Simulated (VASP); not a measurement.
A run of VASP 6.6.1 is set up as follows.

Contents of INCAR:

```
ALGO = Normal
EDIFF = 1E-7
EDIFFG = -0.08
ENCUT = 500
GGA = PE
GGA_COMPAT = F
IBRION = 2
ISIF = 3
ISMEAR = 0
LASPH = T
LCHARG = F
LREAL = F
LWAVE = F
NELM = 120
NELMIN = 4
NSW = 36
PREC = Accurate
SIGMA = 0.15
```

KPOINTS

```
k-points
0
Gamma
  4 4 1
```

File POSCAR:

```
TePbS4
1.0
    3.6665861300      0.0000000000      0.0000000000
   -1.8332930600      3.1753567300      0.0000000000
    0.0000000000      0.0000000000     13.8690582100
Te Pb S
1 1 4
Direct
    0.0000000000      0.0000000000      0.5000000000
    0.0000000000      0.0000000000      0.0000000000
    0.6666666700      0.3333333300      0.8719140300
    0.6666666700      0.3333333300      0.3771010000
    0.3333333300      0.6666666700      0.6228990000
    0.3333333300      0.6666666700      0.1280859700
```

Potentials or basis: VASP PAW PBE potentials, release 64 (Te, Pb_d, S).

Command:

```bash
$ cat potpaw_PBE.64/Te/POTCAR potpaw_PBE.64/Pb_d/POTCAR potpaw_PBE.64/S/POTCAR > POTCAR
$ mpirun -np 1 vasp_std > vasp.out
```

Question: Predict the relaxed volume.

Answer: 27.23 Å³/atom.

Question: Estimate the band gap on the k mesh.

Answer: 0.51 eV, indirect (least direct gap 0.95 eV).

Question: What does it give for the space group after relaxing (to 0.05 Å)?

Answer: P-3m1 (No. 164).

Final structure:
```cif
data_structure
_symmetry_space_group_name_H-M 'P 1'
_symmetry_Int_Tables_number 1
_cell_length_a 3.8491
_cell_length_b 3.8491
_cell_length_c 12.7346
_cell_angle_alpha 90.000
_cell_angle_beta 90.000
_cell_angle_gamma 120.000
_cell_volume 163.40
loop_
_atom_site_label
_atom_site_type_symbol
_atom_site_fract_x
_atom_site_fract_y
_atom_site_fract_z
_atom_site_occupancy
Te1 Te 0.00000 0.00000 0.50000 1
Pb1 Pb 0.00000 0.00000 0.00000 1
S1 S 0.66667 0.33333 0.87874 1
S2 S 0.66667 0.33333 0.37886 1
S3 S 0.33333 0.66667 0.62114 1
S4 S 0.33333 0.66667 0.12126 1
```

Caveat: the k points lie up to 0.49 Å⁻¹ apart in the final cell; spin-orbit coupling is left out, which moves the levels of the heavy elements; this functional lacks dispersion, which binds the layers, so the pressure and a relaxed spacing across them are unreliable. A k mesh can miss the band edges.
